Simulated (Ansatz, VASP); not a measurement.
## One calculation of IrRu2, two programs

INCAR

```
SYSTEM = IrRu2
PREC = Accurate
ENCUT = 600
EDIFF = 1E-6
ISMEAR = 0
SIGMA = 0.1
LREAL = .FALSE.
LASPH = .TRUE.
NELM = 80
ALGO = Fast
ISIF = 3
LWAVE = .FALSE.
LCHARG = .FALSE.
GGA = PE
IBRION = 2
NSW = 100
EDIFFG = -0.01
```

Contents of KPOINTS:

```
regular mesh
0
G
  10 10 10
  0 0 0
```

The input POSCAR:

```
IrRu2
1.0
    0.0000000000      3.5359232342      3.5359232342
    3.5359232342      0.0000000000      3.5359232342
    3.5359232342      3.5359232342      0.0000000000
Ru Ir
4 2
Direct
    0.1250000000      0.1250000000      0.1250000000
    0.6250000000      0.1250000000      0.1250000000
    0.1250000000      0.1250000000      0.6250000000
    0.1250000000      0.6250000000      0.1250000000
    0.5000000000      0.5000000000      0.5000000000
    0.7500000000      0.7500000000      0.7500000000
```

Input for Ansatz:

```yaml
crystal:
  lattice:
    - [0.0, 3.5359232342, 3.5359232342]
    - [3.5359232342, 0.0, 3.5359232342]
    - [3.5359232342, 3.5359232342, 0.0]
  atoms:
    - { symbol: Ru, position: [0.125, 0.125, 0.125] }
    - { symbol: Ru, position: [0.625, 0.125, 0.125] }
    - { symbol: Ru, position: [0.125, 0.125, 0.625] }
    - { symbol: Ru, position: [0.125, 0.625, 0.125] }
    - { symbol: Ir, position: [0.5, 0.5, 0.5] }
    - { symbol: Ir, position: [0.75, 0.75, 0.75] }
basis:
  ecutwfc: 420
kpoints:
  mp_grid: { grid: [10, 10, 10] }
hamiltonian:
  xc: pbe
scf:
  occupations: { method: gaussian, width: 0.1 }
output:
  forces: true
  stress: true
  eigenvalues: true
relax:
  adjacent_minimum: "off"
  f_tol: 0.01
  max_steps: 80
  cell: { stress_tol: 0.05 }
```

Alike in both runs: task relaxation of cell and atoms; functional PBE; k mesh 10 × 10 × 10; occupations gaussian, width 0.1 eV; no spin polarisation.

|  | VASP | Ansatz |
| --- | --- | --- |
| version | VASP 6.6.1 | Ansatz 0.2.0 |
| potentials or method | VASP PAW PBE potentials, release 64 (Ru_pv, Ir), cutoff 600 eV | scalar-relativistic, plane waves, PAW |
| valence electrons in the cell | 74 | 98 |

|  | VASP | Ansatz | Ansatz less VASP |
| --- | --- | --- | --- |
| gap on the k mesh at the Fermi level, each at its own relaxed structure (eV) | none | none | - |
| relaxed volume (Å³/atom) | 14.76 | 14.76 | -0.006 |
| relaxed length of the cell vector where the two differ most in proportion (Å) | 5.003 | 5.003 | -0.0006 |

A gap of «none» marks a metal or a gap that the smearing closes. VASP's potentials hold 74 valence electrons a cell and Ansatz's 98, so a difference there can come from the potentials and not from the codes.

Neither program's run includes spin-orbit coupling.
